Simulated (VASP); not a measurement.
# Li2S (Fm-3m) in VASP: further runs

Li2S is run at these levels: PBEsol; tasks: single point.

All numbers are computed with VASP 6.6.1; they aren't measurements. Logs are shortened: lines on timing, memory, paths and dates and some standing lists are left out, and cuts for length are marked.

## (1) The cell of the first run

The structure is cubic, space group Fm-3m (No. 225). Conventional cell: a = 5.689 Å, b = 5.689 Å, c = 5.689 Å, α = 90.00°, β = 90.00°, γ = 90.00°. Within 3.3 Å of Li (site symmetry -43m) lie 4 S at 2.46 Å and 6 Li at 2.84 Å. Within 3.3 Å of S (site symmetry m-3m) lie 8 Li at 2.46 Å.

## (2) Single point, PBEsol

Contents of INCAR:

```
SYSTEM = Li2S
  ALGO = Normal
  EDIFF = 1E-6
  ENCUT = 750
  GGA = PS
  GGA_COMPAT = .FALSE.
  ISIF = 2
  ISMEAR = 0
  LASPH = .TRUE.
  LCHARG = .TRUE.
  LELF = .TRUE.
  LREAL = .FALSE.
  LVHAR = .TRUE.
  LWAVE = .FALSE.
  NBANDS = 13
  NELM = 120
  PREC = Accurate
  SIGMA = 0.01
```

Contents of KPOINTS:

```
k-points
0
G
  6 6 6
  0 0 0
```

Contents of POSCAR:

```
Li2S
1.0
    0.0000000000      2.8445000000      2.8445000000
    2.8445000000      0.0000000000      2.8445000000
    2.8445000000      2.8445000000      0.0000000000
Li S
2 1
Direct
    0.2500000000      0.2500000000      0.2500000000
    0.7500000000      0.7500000000      0.7500000000
    0.0000000000      0.0000000000      0.0000000000
```

Potentials or basis: VASP PAW PBE potentials, release 64 (Li_sv, S).

Run with:

```
$ cat potpaw_PBE.64/Li_sv/POTCAR potpaw_PBE.64/S/POTCAR > POTCAR
$ mpirun -np 1 vasp_std > vasp.out
```

OUTCAR:

```text
SYSTEM = Li2S
   EDIFF = 1E-6
   ENCUT = 750
   GGA = PS
   ISIF = 2
   ISMEAR = 0
   LASPH = .TRUE.
   LREAL = .FALSE.
   NELM = 120
   PREC = Accurate

 ion  position               nearest neighbor table
   1  0.250  0.250  0.250-   3 2.46   3 2.46   3 2.46   3 2.46
   2  0.750  0.750  0.750-   3 2.46   3 2.46   3 2.46   3 2.46
   3  0.000  0.000  0.000-   2 2.46   2 2.46   2 2.46   1 2.46   2 2.46   1 2.46   1 2.46   1 2.46

  LATTYP: Found a face centered cubic cell.
 ALAT       =     5.6890000000

  Lattice vectors:

 A1 = (   0.0000000000,   2.8445000000,   2.8445000000)
 A2 = (   2.8445000000,   0.0000000000,   2.8445000000)
 A3 = (   2.8445000000,   2.8445000000,   0.0000000000)

Analysis of symmetry for initial positions (statically):
=====================================================================
 Subroutine PRICEL returns:
 Original cell was already a primitive cell.

 Routine SETGRP: Setting up the symmetry group for a
 face centered cubic supercell.

 Subroutine GETGRP returns: Found 48 space group operations
 (whereof 48 operations were pure point group operations)
 out of a pool of 48 trial point group operations.

The static configuration has the point symmetry O_h .

Analysis of symmetry for dynamics (positions and initial velocities):
=====================================================================
 Subroutine PRICEL returns:
 Original cell was already a primitive cell.

 Routine SETGRP: Setting up the symmetry group for a
 face centered cubic supercell.

 Subroutine GETGRP returns: Found 48 space group operations
 (whereof 48 operations were pure point group operations)
 out of a pool of 48 trial point group operations.

The dynamic configuration has the point symmetry O_h .

 Subroutine INISYM returns: Found 48 space group operations
 (whereof 48 operations are pure point group operations),
 and found     1 'primitive' translations

----------------------------------------------------------------------------------------

                                     Primitive cell

  volume of cell :      46.0307

  direct lattice vectors                    reciprocal lattice vectors
     0.000000000  2.844500000  2.844500000    -0.175777817  0.175777817  0.175777817
     2.844500000  0.000000000  2.844500000     0.175777817 -0.175777817  0.175777817
     2.844500000  2.844500000  0.000000000     0.175777817  0.175777817 -0.175777817

  length of vectors
     4.022730478  4.022730478  4.022730478     0.304456110  0.304456110  0.304456110

  position of ions in fractional coordinates (direct lattice)
     0.250000000  0.250000000  0.250000000
     0.750000000  0.750000000  0.750000000
     0.000000000  0.000000000  0.000000000

  ion indices of the primitive-cell ions
   primitive index   ion index
                 1           1
                 2           2
                 3           3

----------------------------------------------------------------------------------------

 KPOINTS: k-points

Automatic generation of k-mesh.
 Grid dimensions read from file:
 generate k-points for:    6    6    6

 Generating k-lattice:

  Cartesian coordinates                     Fractional coordinates (reciprocal lattice)
    -0.029296303  0.029296303  0.029296303     0.166666667  0.000000000  0.000000000
     0.029296303 -0.029296303  0.029296303     0.000000000  0.166666667  0.000000000
     0.029296303  0.029296303 -0.029296303     0.000000000  0.000000000  0.166666667

  Length of vectors
     0.050742685  0.050742685  0.050742685

  Shift w.r.t. Gamma in fractional coordinates (k-lattice)
     0.000000000  0.000000000  0.000000000

 Subroutine IBZKPT returns following result:
 ===========================================

 Found     16 irreducible k-points:

 Following reciprocal coordinates:
            Coordinates               Weight
  0.000000  0.000000  0.000000      1.000000
  0.166667  0.000000  0.000000      8.000000
  0.333333  0.000000  0.000000      8.000000
  0.500000  0.000000  0.000000      4.000000
  0.166667  0.166667  0.000000      6.000000
  0.333333  0.166667  0.000000     24.000000
[... 8 lines left out ...]
 -0.333333  0.333333  0.166667     24.000000
 -0.333333  0.500000  0.166667     12.000000
   k-points           NKPTS =     16   k-points in BZ     NKDIM =     16   number of bands    NBANDS=     13
   number of dos      NEDOS =    301   number of ions     NIONS =      3
   total plane-waves  NPLWV =  46656
   dimension x,y,z NGX =    36 NGY =   36 NGZ =   36
   dimension x,y,z NGXF=    72 NGYF=   72 NGZF=   72
   ions per type =               2   1
   NGX,Y,Z   is equivalent  to a cutoff of  14.88, 14.88, 14.88 a.u.
   NGXF,Y,Z  is equivalent  to a cutoff of  29.76, 29.76, 29.76 a.u.
 SYSTEM =  Li2S
   PREC   = accura    normal or accurate (medium, high low for compatibility)
   ISTART =      0    job   : 0-new  1-cont  2-samecut
   ICHARG =      2    charge: 1-file 2-atom 10-const
   ISPIN  =      1    spin polarized calculation?
   LNONCOLLINEAR =      F non collinear calculations
   LSORBIT =      F    spin-orbit coupling
   LASPH  =      T    aspherical Exc in radial PAW
   ENCUT  =  750.0 eV  55.12 Ry    7.42 a.u.   8.98  8.98  8.98*2*pi/ulx,y,z
   NELM   =    120;   NELMIN=  2; NELMDL= -5     # of ELM steps
   EDIFF  = 0.1E-05   stopping-criterion for ELM
   LREAL  =      F    real-space projection
   EDIFFG = 0.1E-04   stopping-criterion for IOM
   NSW    =      0    number of steps for IOM
   IBRION =     -1    ionic relax: 0-MD 1-quasi-New 2-CG
   NFREE  =      0    steps in history (QN), initial steepest desc. (CG)
   ISIF   =      2    stress and relaxation
   ISYM   =      2    0-nonsym 1-usesym 2-fastsym
   POTIM  = 0.5000    time-step for ionic-motion
   TEBEG  =    0.0;   TEEND  =   0.0 temperature during run
   PSTRESS=    0.0 pullay stress
   NELECT =      12.0000    total number of electrons
   NUPDOWN=      -1.0000    fix difference up-down
   EMIN   =  10.00;   EMAX   =-10.00  energy-range for DOS
   EFERMI =   0.00;   METHOD = LEGACY
   ISMEAR =     0;   SIGMA  =   0.01  broadening in eV -4-tet -1-fermi 0-gaus
   EFERMI_NEDOS =   21; number of points for ismear=-14 and -15
   IALGO  =     38    algorithm
   IMIX   =      4    mixing-type and parameters
     AMIX     =   0.40;   BMIX     =  1.00
     AMIX_MAG =   1.60;   BMIX_MAG =  1.00
  volume/ion in A,a.u.               =      15.34       103.54
  Fermi-wavevector in a.u.,A,eV,Ry     =   1.045810  1.976294 14.880934  1.093718
  Thomas-Fermi vector in A             =   2.180621
   LORBIT       =      0    0 simple, 1 ext, 2 COOP (PROOUT), +10 PAW based schemes
   GGA     = PS    functional components
   LHFCALC =     F    Hartree Fock is set to
   AEXX    =    0.0000 exact exchange contribution
   IVDW    =     0    specifies the selected vdW correction
   LEPSILON=     F    determine dielectric tensor
   LRPA    =     F    only Hartree local field effects (RPA)
 non-spin polarized calculation
 Gauss-broadening in eV      SIGMA  =   0.01
  energy-cutoff  :      750.00
  volume of cell :       46.03
 maximum number of plane-waves:      2168
   NGX = 17   NGY = 17   NGZ = 17

 number of electron      11.9999998 magnetization

 Free energy of the ion-electron system (eV)
  ---------------------------------------------------
  ext. energy  EPLUGINS =         0.00000000
  ---------------------------------------------------
  free energy    TOTEN  =       -12.37516272 eV

  energy without entropy =      -12.37516272  energy(sigma->0) =      -12.37516272

 E-fermi :   1.6246     XC(G=0):  -8.6577

 val. band max:        1.4415774355   @ k =   0.0000   0.0000   0.0000
 cond. band min:       4.6586935601   @ k =   0.5000   0.5000   0.0000
 fundamental gap:      3.2171161247
 Fermi energy:         1.6245709593

 k-point     1 :       0.0000    0.0000    0.0000
  band No.  band energies     occupation
      1     -42.0411      2.00000
      2     -41.9946      2.00000
      3      -9.5915      2.00000
      4       1.4416      2.00000
      5       1.4416      2.00000
      6       1.4416      2.00000
      7       5.5657      0.00000
      8       7.5933      0.00000
      9       7.5933      0.00000
     10       7.5933      0.00000
     11      12.5867      0.00000
     12      12.5867      0.00000
     13      13.7354      0.00000

 k-point     2 :       0.1667    0.0000    0.0000
  band No.  band energies     occupation
      1     -42.0378      2.00000
      2     -41.9975      2.00000
      3      -9.4915      2.00000
      4       0.4597      2.00000
      5       1.2916      2.00000
      6       1.2916      2.00000
      7       6.2436      0.00000
      8       7.9692      0.00000
      9       7.9692      0.00000
     10       8.2030      0.00000
     11      11.3104      0.00000
     12      11.3104      0.00000
     13      13.9988      0.00000

 k-point     3 :       0.3333    0.0000    0.0000
  band No.  band energies     occupation
      1     -42.0288      2.00000
      2     -42.0055      2.00000
      3      -9.2707      2.00000
      4      -0.9292      2.00000
      5       1.0355      2.00000
      6       1.0355      2.00000
      7       7.0784      0.00000
      8       8.1086      0.00000
      9       8.1086      0.00000
     10       9.2841      0.00000
     11      11.8004      0.00000
     12      11.8004      0.00000
     13      14.7404      0.00000
[... 177 lines left out ...]
 k-point    15 :      -0.3333    0.3333    0.1667
  band No.  band energies     occupation
      1     -42.0167      2.00000
      2     -42.0167      2.00000
      3      -9.0434      2.00000
      4      -0.9733      2.00000
      5      -0.1390      2.00000
      6       0.2373      2.00000
      7       6.9567      0.00000
      8       8.2505      0.00000
      9      10.3799      0.00000
     10      10.8657      0.00000
     11      11.1394      0.00000
     12      13.0906      0.00000
     13      14.7668      0.00000

 k-point    16 :      -0.3333    0.5000    0.1667
  band No.  band energies     occupation
      1     -42.0205      2.00000
      2     -42.0128      2.00000
      3      -9.0101      2.00000
      4      -0.5997      2.00000
      5      -0.2888      2.00000
      6      -0.2261      2.00000
      7       5.9737      0.00000
      8       9.3281      0.00000
      9       9.6977      0.00000
     10      11.4772      0.00000
     11      12.8329      0.00000
     12      13.7699      0.00000
     13      14.0612      0.00000

------------------------ aborting loop because EDIFF is reached ----------------------------------------

  FORCE on cell =-STRESS in cart. coord.  units (eV):
  Direction    XX          YY          ZZ          XY          YZ          ZX
  --------------------------------------------------------------------------------------
  -------------------------------------------------------------------------------------
  Total       -0.2274473     -0.2274473     -0.2274473      0.0000000     -0.0000000      0.0000000
  in kB       -7.9166902     -7.9166902     -7.9166902      0.0000000     -0.0000000      0.0000000
  external PRESSURE =      -7.9166902 kB  Pullay stress =       0.0000000 kB

 VOLUME and BASIS-vectors are now :
 -----------------------------------------------------------------------------
  energy-cutoff  :      750.00
  volume of cell :       46.03
      direct lattice vectors                 reciprocal lattice vectors
     0.000000000  2.844500000  2.844500000    -0.175777817  0.175777817  0.175777817
     2.844500000  0.000000000  2.844500000     0.175777817 -0.175777817  0.175777817
     2.844500000  2.844500000  0.000000000     0.175777817  0.175777817 -0.175777817

 POSITION                                       TOTAL-FORCE (eV/Angst)
 -----------------------------------------------------------------------------------
      1.42225      1.42225      1.42225        -0.000000     -0.000000     -0.000000
      4.26675      4.26675      4.26675         0.000000      0.000000      0.000000
      0.00000      0.00000      0.00000        -0.000000     -0.000000      0.000000
 -----------------------------------------------------------------------------------
    total drift:                                0.000000      0.000000      0.000000

  FREE ENERGIE OF THE ION-ELECTRON SYSTEM (eV)
  ---------------------------------------------------
  free  energy   TOTEN  =       -12.3751627173 eV

  energy  without entropy=      -12.3751627173  energy(sigma->0) =      -12.37516272
```

Run time: 9.6 s. Hardware: 1 thread of Intel Xeon Platinum 8488C (Sapphire Rapids), shared host; peak memory 0.19 GiB.

Results:

```yaml
Free_energy: -12.3752 eV
Pressure: -0.8 GPa
Band_gap_on_the_k_mesh: 3.22 eV (least direct gap 4.12 eV)
```

Levels at points of the mesh, in eV from the valence-band top:
| k point | band 4 | band 5 | band 6 | band 7 | band 8 | band 9 |
| --- | --- | --- | --- | --- | --- | --- |
| (0.00, 0.00, 0.00) | 0.00 | 0.00 | 0.00 | 4.12 | 6.15 | 6.15 |
| (0.50, 0.00, 0.00) | -2.94 | -0.52 | -0.52 | 6.02 | 6.48 | 6.48 |
| (0.50, 0.50, 0.00) | -2.21 | -1.45 | -1.45 | 3.22 | 7.03 | 11.00 |

Caveat: the PAW data sets were made with another functional, which shifts forces and pressure a little. A k mesh can miss the band edges.

(Continued in part 2 of 2.)
